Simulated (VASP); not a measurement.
Set up this calculation in VASP 6.6.1, as the native input.

| Quantity | Value |
| --- | --- |
| Task | single point |
| Functional | r2SCAN |
| Potentials or basis | VASP PAW PBE potentials, release 64 (K_sv, I) |
| Cutoff | 520 eV |
| k mesh | 6 × 6 × 6 |
| Occupations | gaussian, width 0.05 eV |
| Spin | no spin polarisation |
| Dipole correction | no |
| Further INCAR settings | ALGO = Normal; EDIFF = 1e-06; NBANDS = 15 |

The system is KI.

```
K I
1.0
     0.00000    3.38357    3.24259
     3.38357    0.00000    3.24259
     3.38357    3.38357    0.00000
K I
1 1
Direct
  0.00000 0.00000 0.00000
  0.50000 0.50000 0.50000
```

This cell differs from its parent crystal: strain -0.040 along x and y, -0.080 along z.

These files were run (other wordings do the same):

POSCAR

```
KI
1.0
    0.0000000000      3.3835680000      3.2425860000
    3.3835680000      0.0000000000      3.2425860000
    3.3835680000      3.3835680000      0.0000000000
K I
1 1
Direct
    0.0000000000      0.0000000000      0.0000000000
    0.5000000000      0.5000000000      0.5000000000
```

INCAR.step1

```
PREC = Accurate
ENCUT = 520
ISMEAR = 0
SIGMA = 0.05
LREAL = F
LASPH = T
NELM = 60
NBANDS = 15
GGA = PE
ALGO = Normal
EDIFF = 1E-4
LWAVE = T
LCHARG = F
```

INCAR.step2

```
PREC = Accurate
ENCUT = 520
EDIFF = 1E-6
ISMEAR = 0
SIGMA = 0.05
LREAL = F
LASPH = T
NELM = 60
ALGO = Normal
ISIF = 2
LWAVE = F
LCHARG = T
METAGGA = R2SCAN
LMIXTAU = T
LELF = T
LVHAR = T
NBANDS = 15
ISTART = 1
```

KPOINTS

```
regular mesh
0
Gamma
  6 6 6
```

Potentials or basis: VASP PAW PBE potentials, release 64 (K_sv, I).

Run with:

```console
$ cat potpaw_PBE.64/K_sv/POTCAR potpaw_PBE.64/I/POTCAR > POTCAR
$ cp INCAR.step1 INCAR
$ mpirun -np 1 vasp_std > vasp.out
$ cp INCAR.step2 INCAR
$ mpirun -np 1 vasp_std > vasp.out
```

It gave:

The pressure is 3.7 GPa. The band gap on the k mesh is 4.94 eV, indirect (least direct gap 5.06 eV).

Caveat: the cell differs from its parent crystal (strain -0.040 along x and y, -0.080 along z); the PAW data sets were made with another functional, which shifts forces and pressure a little; spin-orbit coupling is left out, which moves the levels of the heavy elements.

Wall time 2.1 min on 1 thread of Intel Xeon 6975P-C, with other jobs on the host, peak memory 0.23 GiB.
